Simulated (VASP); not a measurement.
Input of a VASP 6.6.1 run:

INCAR

```
ALGO = Normal
EDIFF = 1E-7
ENCUT = 520
ISIF = 2
ISMEAR = -1
LASPH = T
LCHARG = F
LREAL = F
LWAVE = F
NBANDS = 24
NELM = 80
PREC = Accurate
SIGMA = 0.03
```

The input KPOINTS:

```
k-points
0
Gamma
  9 9 5
```

The input POSCAR:

```
TaN
1.0
    3.1110011123      0.0000000000      0.0000000000
   -1.5555005562      2.6942059945      0.0000000000
    0.0000000000      0.0000000000      4.9400000000
Ta N
2 2
Direct
    0.3333333333      0.6666666667      0.0000000000
    0.6666666667      0.3333333333      0.5000000000
    0.3333333333      0.6666666667      0.3850000000
    0.6666666667      0.3333333333      0.8850000000
```

Potentials or basis: VASP PAW LDA potentials, release 64 (Ta_pv, N).

Launch:

```bash
$ cat potpaw_LDA.64/Ta_pv/POTCAR potpaw_LDA.64/N/POTCAR > POTCAR
$ mpirun -np 1 vasp_std > vasp.out
```

Estimate the band gap on the k mesh.

zero (band 16 reaches 9.67 eV, above the bottom of band 17 at 7.64 eV).

Predict the largest force.

1.204 eV/Å.

Predict the pressure.

95.0 GPa.

Forces on the atoms (eV/Å):
```
Ta   0.000  0.000  1.204
Ta   0.000  0.000  1.204
N    0.000  0.000 -1.204
N    0.000  0.000 -1.204
```

Caveat: the cell differs from its parent crystal (equal xx and yy strain of +2 %); spin-orbit coupling is left out, which moves the levels of the heavy elements; forces of over 1 eV/Å act on the atoms, so gaps and moduli don't describe the material at rest.
